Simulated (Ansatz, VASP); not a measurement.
# KBr in VASP and in Ansatz

File POSCAR:

```
KBr
1.0
    3.9762553130      0.0000000000      0.0000000000
    0.0000000000      3.9762553130      0.0000000000
    0.0000000000      0.0000000000      3.9762553130
K Br
1 1
Direct
    0.0000000000      0.0000000000      0.0000000000
    0.5000000000      0.5000000000      0.5000000000
```

Contents of INCAR.step1:

```
PREC = Accurate ; ENCUT = 520
EDIFF = 1E-5 ; ISMEAR = 0
SIGMA = 0.01 ; LREAL = F
LASPH = T ; NELM = 100
ALGO = Normal ; ISIF = 2
LWAVE = T ; LCHARG = F
NBANDS = 15 ; GGA = PE
```

File INCAR.step2:

```
PREC = Accurate ; ENCUT = 520
EDIFF = 1E-7 ; ISMEAR = 0
SIGMA = 0.01 ; LREAL = F
LASPH = T ; NELM = 100
ALGO = Normal ; ISIF = 2
LWAVE = F ; LCHARG = F
GGA = PE ; LHFCALC = T
AEXX = 0.5 ; HFSCREEN = 0.3
PRECFOCK = Normal ; NBANDS = 15
ISTART = 1
```

Contents of KPOINTS:

```
Automatic mesh
0
Gamma
  4 4 4
```

Input for Ansatz:

```yaml
crystal:
  lattice:
    - [3.976255313, 0.0, 0.0]
    - [0.0, 3.976255313, 0.0]
    - [0.0, 0.0, 3.976255313]
  atoms:
    - { symbol: K, position: [0.0, 0.0, 0.0] }
    - { symbol: Br, position: [0.5, 0.5, 0.5] }
kpoints:
  mp_grid: { grid: [4, 4, 4] }
hamiltonian:
  xc: { exchange: pbe, correlation: pbe, exx: { coeff: 0.5, omega: 0.3 } }
scf:
  occupations: { method: fixed }
  n_extra_bands: 4
output:
  forces: true
  stress: true
  eigenvalues: true
```

Alike in both runs: task single point; functional PBE-based screened hybrid; k mesh 4 × 4 × 4; no spin polarisation.

|  | VASP | Ansatz |
| --- | --- | --- |
| version | VASP 6.6.1 | Ansatz 0.2.0 |
| potentials or method | VASP PAW PBE potentials, release 64 (K_sv, Br) | plane waves |
| plane-wave cutoff (eV) | 520 | 420 |
| occupations | gaussian, width 0.01 eV | fixed |
| valence electrons in the cell | 16 | 16 |

Ansatz gave:

```
gap on the k mesh at the Fermi level (eV) : 5.96
pressure (GPa)                            : 0.2
```

Question: Which values does VASP return?

Answer: gap on the k mesh at the Fermi level (eV): 5.95; pressure (GPa): 0.2.

VASP's potentials were made for PBE, not for PBE-based screened hybrid. Ansatz's warnings: stress exchange threshold loose, stress scf threshold loose.
